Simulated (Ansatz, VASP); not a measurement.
**WS2: VASP beside Ansatz**

```
W S
1.0
     3.14429    0.00000    0.00000
    -1.57214    2.72303    0.00000
     0.00000    0.00000    6.59265
W S
1 2
Direct
  0.33333 0.66667 0.00000
  0.66667 0.33333 0.76075
  0.66667 0.33333 0.23925
```

Alike in both runs: task single point; functional PBE; dispersion D3(BJ); k mesh 12 × 12 × 2; occupations gaussian, width 0.02 eV; no spin polarisation.

|  | VASP | Ansatz |
| --- | --- | --- |
| version | VASP 6.6.1 | Ansatz 0.2.0 |
| potentials or method | VASP PAW PBE potentials, release 64 (W_sv, S), cutoff 520 eV | scalar-relativistic, plane waves, PAW |
| valence electrons in the cell | 26 | 26 |

Ansatz gave:

| Quantity | Value |
| --- | --- |
| gap on the k mesh at the Fermi level (eV) | 1.23 |
| least direct gap on the mesh (eV) | 1.93 |
| pressure (GPa) | 1.0 |

Estimate VASP's values.

gap on the k mesh at the Fermi level (eV): 1.24; least direct gap on the mesh (eV): 1.93; pressure (GPa): 1.0.

The k mesh is coarse, so the values compare programs but aren't converged. Spin-orbit coupling is off throughout.
